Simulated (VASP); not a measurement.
# SiC (wurtzite type) (P6_3mc) in VASP: notebook, part 2 of 2

VASP 6.6.1. The steps go on from the part before.

## (3) Single point, PBE

This run uses another cell than the first one, of 6.96 Å³/atom, 1.090 times its volume.

The input, INCAR:

```
PREC = Accurate
ENCUT = 520
EDIFF = 1E-6
ISMEAR = -1
SIGMA = 0.05
LREAL = False
LASPH = True
NELM = 100
ALGO = Normal
ISIF = 2
LWAVE = False
LCHARG = False
GGA = PE
NBANDS = 16
```

The input, KPOINTS:

```
regular mesh
0
Gamma
  13 13 7
```

The input, POSCAR:

```
SiC
1.0
    2.7055482910      0.0000000000      0.0000000000
   -1.3527741455      2.3430735512      0.0000000000
    0.0000000000      0.0000000000      4.3940899537
Si C
2 2
Direct
    0.3333333333      0.6666666667     -0.0010572626
    0.6666666667      0.3333333333      0.4989427374
    0.3333333333      0.6666666667      0.3770572626
    0.6666666667      0.3333333333      0.8770572626
```

Potentials or basis: VASP PAW PBE potentials, release 64 (Si, C).

On the command line:

```
$ cat potpaw_PBE.64/Si/POTCAR potpaw_PBE.64/C/POTCAR > POTCAR
$ mpirun -np 1 vasp_std > vasp.out
```

OUTCAR:

```text
PREC = Accurate
   ENCUT = 520
   EDIFF = 1E-6
   ISMEAR = -1
   LREAL = False
   LASPH = True
   NELM = 100
   ISIF = 2
   GGA = PE

 ion  position               nearest neighbor table
   1  0.333  0.667  0.999-   4 1.65   4 1.65   4 1.65   3 1.66   2 2.70   2 2.70   2 2.70   2 2.70
                             2 2.70   2 2.70
   2  0.667  0.333  0.499-   3 1.65   3 1.65   3 1.65   4 1.66   1 2.70   1 2.70   1 2.70   1 2.70
                             1 2.70   1 2.70
   3  0.333  0.667  0.377-   2 1.65   2 1.65   2 1.65   1 1.66
   4  0.667  0.333  0.877-   1 1.65   1 1.65   1 1.65   2 1.66

  LATTYP: Found a hexagonal cell.
 ALAT       =     2.7055482910
 C/A-ratio  =     1.6241033170

  Lattice vectors:

 A1 = (   2.7055482910,   0.0000000000,   0.0000000000)
 A2 = (  -1.3527741455,   2.3430735512,   0.0000000000)
 A3 = (   0.0000000000,   0.0000000000,   4.3940899537)

Analysis of symmetry for initial positions (statically):
=====================================================================
 Subroutine PRICEL returns:
 Original cell was already a primitive cell.

 Routine SETGRP: Setting up the symmetry group for a
 hexagonal supercell.

 Subroutine GETGRP returns: Found 12 space group operations
 (whereof  6 operations were pure point group operations)
 out of a pool of 24 trial point group operations.

The static configuration has the point symmetry C_3v.
 The point group associated with its full space group is C_6v.

Analysis of symmetry for dynamics (positions and initial velocities):
=====================================================================
 Subroutine PRICEL returns:
 Original cell was already a primitive cell.

 Routine SETGRP: Setting up the symmetry group for a
 hexagonal supercell.

 Subroutine GETGRP returns: Found 12 space group operations
 (whereof  6 operations were pure point group operations)
 out of a pool of 24 trial point group operations.

The dynamic configuration has the point symmetry C_3v.
 The point group associated with its full space group is C_6v.

 Subroutine INISYM returns: Found 12 space group operations
 (whereof  6 operations are pure point group operations),
 and found     1 'primitive' translations

----------------------------------------------------------------------------------------

                                     Primitive cell

  volume of cell :      27.8554

  direct lattice vectors                    reciprocal lattice vectors
     2.705548291  0.000000000  0.000000000     0.369610849  0.213394923  0.000000000
    -1.352774145  2.343073551  0.000000000     0.000000000  0.426789846  0.000000000
     0.000000000  0.000000000  4.394089954     0.000000000  0.000000000  0.227578409

  length of vectors
     2.705548291  2.705548291  4.394089954     0.426789846  0.426789846  0.227578409

  position of ions in fractional coordinates (direct lattice)
     0.333333333  0.666666667  0.998942737
     0.666666667  0.333333333  0.498942737
     0.333333333  0.666666667  0.377057263
     0.666666667  0.333333333  0.877057263

  ion indices of the primitive-cell ions
   primitive index   ion index
                 1           1
                 2           2
                 3           3
                 4           4

----------------------------------------------------------------------------------------

 KPOINTS: regular mesh

Automatic generation of k-mesh.
 Grid dimensions read from file:
 generate k-points for:   13   13    7

 Generating k-lattice:

  Cartesian coordinates                     Fractional coordinates (reciprocal lattice)
     0.028431604  0.016414994  0.000000000     0.076923077  0.000000000  0.000000000
     0.000000000  0.032829988  0.000000000     0.000000000  0.076923077  0.000000000
     0.000000000  0.000000000  0.032511201     0.000000000  0.000000000  0.142857143

  Length of vectors
     0.032829988  0.032829988  0.032511201

  Shift w.r.t. Gamma in fractional coordinates (k-lattice)
     0.000000000  0.000000000  0.000000000

 Subroutine IBZKPT returns following result:
 ===========================================

 Found     84 irreducible k-points:

 Following reciprocal coordinates:
            Coordinates               Weight
  0.000000  0.000000  0.000000      1.000000
  0.076923  0.000000  0.000000      6.000000
  0.153846  0.000000  0.000000      6.000000
  0.230769  0.000000  0.000000      6.000000
  0.307692  0.000000  0.000000      6.000000
  0.384615  0.000000  0.000000      6.000000
[... 16 lines left out ...]
  0.076923  0.000000  0.142857     12.000000
  0.153846  0.000000  0.142857     12.000000
 [... further k-points ...]
   k-points           NKPTS =     84   k-points in BZ     NKDIM =     84   number of bands    NBANDS=     16
   number of dos      NEDOS =    301   number of ions     NIONS =      4
   total plane-waves  NPLWV =  14400
   dimension x,y,z NGX =    20 NGY =   20 NGZ =   36
   dimension x,y,z NGXF=    40 NGYF=   40 NGZF=   72
   ions per type =               2   2
   NGX,Y,Z   is equivalent  to a cutoff of  12.29, 12.29, 13.62 a.u.
   NGXF,Y,Z  is equivalent  to a cutoff of  24.58, 24.58, 27.24 a.u.
 SYSTEM =  unknown system
   PREC   = accura    normal or accurate (medium, high low for compatibility)
   ISTART =      0    job   : 0-new  1-cont  2-samecut
   ICHARG =      2    charge: 1-file 2-atom 10-const
   ISPIN  =      1    spin polarized calculation?
   LNONCOLLINEAR =      F non collinear calculations
   LSORBIT =      F    spin-orbit coupling
   LASPH  =      T    aspherical Exc in radial PAW
   ENCUT  =  520.0 eV  38.22 Ry    6.18 a.u.   5.03  5.03  8.17*2*pi/ulx,y,z
   NELM   =    100;   NELMIN=  2; NELMDL= -5     # of ELM steps
   EDIFF  = 0.1E-05   stopping-criterion for ELM
   LREAL  =      F    real-space projection
   EDIFFG = 0.1E-04   stopping-criterion for IOM
   NSW    =      0    number of steps for IOM
   IBRION =     -1    ionic relax: 0-MD 1-quasi-New 2-CG
   NFREE  =      0    steps in history (QN), initial steepest desc. (CG)
   ISIF   =      2    stress and relaxation
   ISYM   =      2    0-nonsym 1-usesym 2-fastsym
   POTIM  = 0.5000    time-step for ionic-motion
   TEBEG  =    0.0;   TEEND  =   0.0 temperature during run
   PSTRESS=    0.0 pullay stress
   NELECT =      16.0000    total number of electrons
   NUPDOWN=      -1.0000    fix difference up-down
   EMIN   =  10.00;   EMAX   =-10.00  energy-range for DOS
   EFERMI =   0.00;   METHOD = LEGACY
   ISMEAR =    -1;   SIGMA  =   0.05  broadening in eV -4-tet -1-fermi 0-gaus
   EFERMI_NEDOS =   21; number of points for ismear=-14 and -15
   IALGO  =     38    algorithm
   IMIX   =      4    mixing-type and parameters
     AMIX     =   0.40;   BMIX     =  1.00
     AMIX_MAG =   1.60;   BMIX_MAG =  1.00
  volume/ion in A,a.u.               =       6.96        46.99
  Fermi-wavevector in a.u.,A,eV,Ry     =   1.360854  2.571641 25.196939  1.851923
  Thomas-Fermi vector in A             =   2.487480
   LORBIT       =      0    0 simple, 1 ext, 2 COOP (PROOUT), +10 PAW based schemes
   GGA     = PE    functional components
[... 5 lines left out ...]
 non-spin polarized calculation
  energy-cutoff  :      520.00
  volume of cell :       27.86
 maximum number of plane-waves:       768
 NGX is ok and might be reduce to    20
   NGX =  9   NGY =  9   NGZ = 17

 number of electron      16.0000000 magnetization

 Free energy of the ion-electron system (eV)
  ---------------------------------------------------
  ext. energy  EPLUGINS =         0.00000000
  ---------------------------------------------------
  free energy    TOTEN  =       -24.05069217 eV

  energy without entropy =      -24.05069217  energy(sigma->0) =      -24.05069217

 E-fermi :  14.2398     XC(G=0): -13.1627

 val. band max:       13.4378778939   @ k =   0.0000   0.0000   0.0000
 cond. band min:      15.0617536682   @ k =   0.3077   0.3077   0.0000
 fundamental gap:      1.6238757743
 Fermi energy:        14.2398140904

 k-point     1 :       0.0000    0.0000    0.0000
  band No.  band energies     occupation
      1      -5.6493      2.00000
      2      -0.2453      2.00000
      3       2.1832      2.00000
      4      11.8639      2.00000
      5      11.8639      2.00000
      6      13.3363      2.00000
[... 433 lines left out ...]
      3       3.7135      2.00000
      4       9.6572      2.00000
      5      11.1093      2.00000
      6      11.6902      2.00000
[... 8 lines left out ...]
     15      26.0667      0.00000
     16      27.0637      0.00000

 [... further k-points ...]

------------------------ aborting loop because EDIFF is reached ----------------------------------------

  FORCE on cell =-STRESS in cart. coord.  units (eV):
  Direction    XX          YY          ZZ          XY          YZ          ZX
  --------------------------------------------------------------------------------------
  -------------------------------------------------------------------------------------
  Total       32.9888897     32.9888897     32.9887288      0.0000000      0.0000000     -0.0000000
  in kB     1897.4403277   1897.4403278   1897.4310691      0.0000000      0.0000000     -0.0000000
  external PRESSURE =    1897.4372415 kB  Pullay stress =       0.0000000 kB

 VOLUME and BASIS-vectors are now :
 -----------------------------------------------------------------------------
  energy-cutoff  :      520.00
  volume of cell :       27.86
      direct lattice vectors                 reciprocal lattice vectors
     2.705548291  0.000000000  0.000000000     0.369610849  0.213394923  0.000000000
    -1.352774145  2.343073551  0.000000000     0.000000000  0.426789846  0.000000000
     0.000000000  0.000000000  4.394089954     0.000000000  0.000000000  0.227578409

 POSITION                                       TOTAL-FORCE (eV/Angst)
 -----------------------------------------------------------------------------------
     -0.00000      1.56205      4.38944         0.000000     -0.000000     -0.003915
      1.35277      0.78102      2.19240         0.000000      0.000000     -0.003915
     -0.00000      1.56205      1.65682        -0.000000     -0.000000      0.003915
      1.35277      0.78102      3.85387         0.000000      0.000000      0.003915
 -----------------------------------------------------------------------------------
    total drift:                                0.000000      0.000000      0.000446

  FREE ENERGIE OF THE ION-ELECTRON SYSTEM (eV)
  ---------------------------------------------------
  free  energy   TOTEN  =       -24.0506921672 eV

  energy  without entropy=      -24.0506921659  energy(sigma->0) =      -24.05069217
```

OSZICAR:

```text
N       E                     dE             d eps       ncg     rms          rms(c)
DAV:   1     0.335003389756E+02    0.33500E+02   -0.76923E+03  2688   0.934E+02
DAV:   2    -0.287171650772E+02   -0.62218E+02   -0.57331E+02  3776   0.181E+02
DAV:   3    -0.306889688325E+02   -0.19718E+01   -0.19666E+01  3496   0.288E+01
DAV:   4    -0.306972318313E+02   -0.82630E-02   -0.82622E-02  3360   0.234E+00
DAV:   5    -0.306972828396E+02   -0.51008E-04   -0.51008E-04  3472   0.166E-01    0.205E+01
DAV:   6    -0.245771261175E+02    0.61202E+01   -0.86306E+00  3496   0.197E+01    0.102E+01
DAV:   7    -0.240765666987E+02    0.50056E+00   -0.24592E+00  3784   0.101E+01    0.348E+00
DAV:   8    -0.240527688284E+02    0.23798E-01   -0.95119E-02  3120   0.199E+00    0.100E+00
DAV:   9    -0.240505896211E+02    0.21792E-02   -0.67919E-03  3424   0.638E-01    0.144E-01
DAV:  10    -0.240506533832E+02   -0.63762E-04   -0.38192E-04  3352   0.129E-01    0.872E-02
DAV:  11    -0.240506914865E+02   -0.38103E-04   -0.48067E-05  3192   0.599E-02    0.913E-03
DAV:  12    -0.240506921672E+02   -0.68076E-06   -0.27732E-06  3392   0.113E-02
   1 F= -.24050692E+02 E0= -.24050692E+02  d E =-.133101E-08
```

Wall time 15 s (1 thread of AMD EPYC 9R45 (Zen 5), shared host); peak memory 0.12 GiB.

What came out:

```yaml
Free_energy: -24.0507 eV
Pressure: 189.7 GPa
Largest_force: 0.004 eV/Å
Band_gap_on_the_k_mesh: 1.62 eV, indirect (least direct gap 4.75 eV)
```

Forces in eV/Å, atoms in the order of the input:
```
Si   0.000  0.000 -0.004
Si   0.000  0.000 -0.004
C    0.000  0.000  0.004
C    0.000  0.000  0.004
```

Levels at points of the mesh, in eV from the valence-band top:
| k point | band 5 | band 6 | band 7 | band 8 | band 9 | band 10 | band 11 | band 12 |
| --- | --- | --- | --- | --- | --- | --- | --- | --- |
| (0.00, 0.00, 0.00) | -1.57 | -0.10 | -0.10 | 0.00 | 8.36 | 9.25 | 9.25 | 10.57 |

## (4) Single point, PBE

This run uses another cell than the first one, of 6.96 Å³/atom, 1.090 times its volume.

The input, INCAR:

```
SYSTEM = SiC
  PREC = Accurate
  ENCUT = 520
  EDIFF = 1E-6
  ISMEAR = -1
  SIGMA = 0.05
  LREAL = .False.
  LASPH = .True.
  NELM = 100
  ALGO = Normal
  ISIF = 2
  LWAVE = .False.
  LCHARG = .False.
  GGA = PE
  NBANDS = 16
```

The input, KPOINTS:

```
regular mesh
0
Gamma
  13 13 7
  0 0 0
```

POSCAR is that of step 3.

Potentials or basis: VASP PAW PBE potentials, release 64 (Si, C).

On the command line:

```
$ cat potpaw_PBE.64/Si/POTCAR potpaw_PBE.64/C/POTCAR > POTCAR
$ mpirun -np 1 vasp_std > vasp.out
```

OUTCAR:

```text
SYSTEM = SiC
   PREC = Accurate
   ENCUT = 520
   EDIFF = 1E-6
   ISMEAR = -1
   LREAL = .False.
   LASPH = .True.
   NELM = 100
   ISIF = 2
   GGA = PE

 ion  position               nearest neighbor table
   1  0.333  0.667  0.999-   4 1.65   4 1.65   4 1.65   3 1.66   2 2.70   2 2.70   2 2.70   2 2.70
                             2 2.70   2 2.70
   2  0.667  0.333  0.499-   3 1.65   3 1.65   3 1.65   4 1.66   1 2.70   1 2.70   1 2.70   1 2.70
                             1 2.70   1 2.70
   3  0.333  0.667  0.377-   2 1.65   2 1.65   2 1.65   1 1.66
   4  0.667  0.333  0.877-   1 1.65   1 1.65   1 1.65   2 1.66
[... 660 lines left out ...]
  --------------------------------------------------------------------------------------
  -------------------------------------------------------------------------------------
  Total       32.9888897     32.9888897     32.9887288      0.0000000      0.0000000     -0.0000000
  in kB     1897.4403277   1897.4403278   1897.4310691      0.0000000      0.0000000     -0.0000000
  external PRESSURE =    1897.4372415 kB  Pullay stress =       0.0000000 kB

 VOLUME and BASIS-vectors are now :
 -----------------------------------------------------------------------------
  energy-cutoff  :      520.00
  volume of cell :       27.86
      direct lattice vectors                 reciprocal lattice vectors
     2.705548291  0.000000000  0.000000000     0.369610849  0.213394923  0.000000000
    -1.352774145  2.343073551  0.000000000     0.000000000  0.426789846  0.000000000
     0.000000000  0.000000000  4.394089954     0.000000000  0.000000000  0.227578409

 POSITION                                       TOTAL-FORCE (eV/Angst)
 -----------------------------------------------------------------------------------
     -0.00000      1.56205      4.38944         0.000000     -0.000000     -0.003915
      1.35277      0.78102      2.19240         0.000000      0.000000     -0.003915
     -0.00000      1.56205      1.65682        -0.000000     -0.000000      0.003915
      1.35277      0.78102      3.85387         0.000000      0.000000      0.003915
 -----------------------------------------------------------------------------------
    total drift:                                0.000000      0.000000      0.000446

  FREE ENERGIE OF THE ION-ELECTRON SYSTEM (eV)
  ---------------------------------------------------
  free  energy   TOTEN  =       -24.0506921672 eV

  energy  without entropy=      -24.0506921659  energy(sigma->0) =      -24.05069217
```

OSZICAR:

```text
N       E                     dE             d eps       ncg     rms          rms(c)
DAV:   1     0.335003389756E+02    0.33500E+02   -0.76923E+03  2688   0.934E+02
DAV:   2    -0.287171650772E+02   -0.62218E+02   -0.57331E+02  3776   0.181E+02
DAV:   3    -0.306889688325E+02   -0.19718E+01   -0.19666E+01  3496   0.288E+01
DAV:   4    -0.306972318313E+02   -0.82630E-02   -0.82622E-02  3360   0.234E+00
DAV:   5    -0.306972828396E+02   -0.51008E-04   -0.51008E-04  3472   0.166E-01    0.205E+01
DAV:   6    -0.245771261175E+02    0.61202E+01   -0.86306E+00  3496   0.197E+01    0.102E+01
DAV:   7    -0.240765666987E+02    0.50056E+00   -0.24592E+00  3784   0.101E+01    0.348E+00
DAV:   8    -0.240527688284E+02    0.23798E-01   -0.95119E-02  3120   0.199E+00    0.100E+00
DAV:   9    -0.240505896211E+02    0.21792E-02   -0.67919E-03  3424   0.638E-01    0.144E-01
DAV:  10    -0.240506533832E+02   -0.63762E-04   -0.38192E-04  3352   0.129E-01    0.872E-02
DAV:  11    -0.240506914865E+02   -0.38103E-04   -0.48067E-05  3192   0.599E-02    0.913E-03
DAV:  12    -0.240506921672E+02   -0.68076E-06   -0.27732E-06  3392   0.113E-02
   1 F= -.24050692E+02 E0= -.24050692E+02  d E =-.133101E-08
```

Run time: 16 s. Hardware: 1 thread of AMD EPYC 9R45 (Zen 5), shared host; peak memory 0.12 GiB.

What came out:

```
Free energy            : -24.0507 eV
Pressure               : 189.7 GPa
Largest force          : 0.004 eV/Å
Band gap on the k mesh : 1.62 eV, indirect (least direct gap 4.75 eV)
```

Forces on the atoms (eV/Å):
```
Si   0.000  0.000 -0.004
Si   0.000  0.000 -0.004
C    0.000  0.000  0.004
C    0.000  0.000  0.004
```
